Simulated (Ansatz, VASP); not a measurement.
**One calculation of SnTe3, two programs**

INCAR

```
  PREC = Accurate
  ENCUT = 520
  EDIFF = 1E-6
  ISMEAR = 1
  SIGMA = 0.01
  LREAL = F
  LASPH = T
  NELM = 80
  ALGO = Normal
  ISIF = 2
  LWAVE = F
  LCHARG = F
  GGA = PE
  NBANDS = 24
```

KPOINTS

```
regular mesh
0
Gamma
  10 10 10
```

The input POSCAR:

```
SnTe3
1.0
    0.0000000000      3.8612190000      3.8612190000
    3.8612190000      0.0000000000      3.8612190000
    3.8612190000      3.8612190000      0.0000000000
Sn Te
1 3
Direct
    0.0000000000      0.0000000000      0.0000000000
    0.2500000000      0.2500000000      0.2500000000
    0.7500000000      0.7500000000      0.7500000000
    0.5000000000      0.5000000000      0.5000000000
```

Input for Ansatz:

```yaml
crystal:
  lattice:
    - [0.0, 3.861219, 3.861219]
    - [3.861219, 0.0, 3.861219]
    - [3.861219, 3.861219, 0.0]
  atoms:
    - { symbol: Sn, position: [0.0, 0.0, 0.0] }
    - { symbol: Te, position: [0.25, 0.25, 0.25] }
    - { symbol: Te, position: [0.75, 0.75, 0.75] }
    - { symbol: Te, position: [0.5, 0.5, 0.5] }
basis:
  ecutwfc: 420
kpoints:
  mp_grid: { grid: [10, 10, 10] }
hamiltonian:
  xc: pbe
scf:
  occupations: { method: cold, width: 0.01 }
output:
  forces: true
  stress: true
  eigenvalues: true
```

Alike in both runs: task single point; functional PBE; k mesh 10 × 10 × 10; no spin polarisation.

|  | VASP | Ansatz |
| --- | --- | --- |
| version | VASP 6.6.1 | Ansatz 0.2.0 |
| potentials or method | VASP PAW PBE potentials, release 64 (Sn_d, Te), cutoff 520 eV | scalar-relativistic, plane waves, PAW |
| occupations | methfessel-paxton of order 1, width 0.01 eV | cold, width 0.01 eV |
| valence electrons in the cell | 32 | 62 |

Ansatz gave:

```
gap on the k mesh at the Fermi level (eV) : none
pressure (GPa)                            : 0.1
```

**Question.** What did VASP give for the same quantities?

**Answer.** gap on the k mesh at the Fermi level (eV): none; pressure (GPa): 0.0.

A gap of «none» marks a metal or a gap that the smearing closes. VASP's potentials hold 32 valence electrons a cell and Ansatz's 62, so a difference there can come from the potentials and not from the codes.

Neither program's run includes spin-orbit coupling.
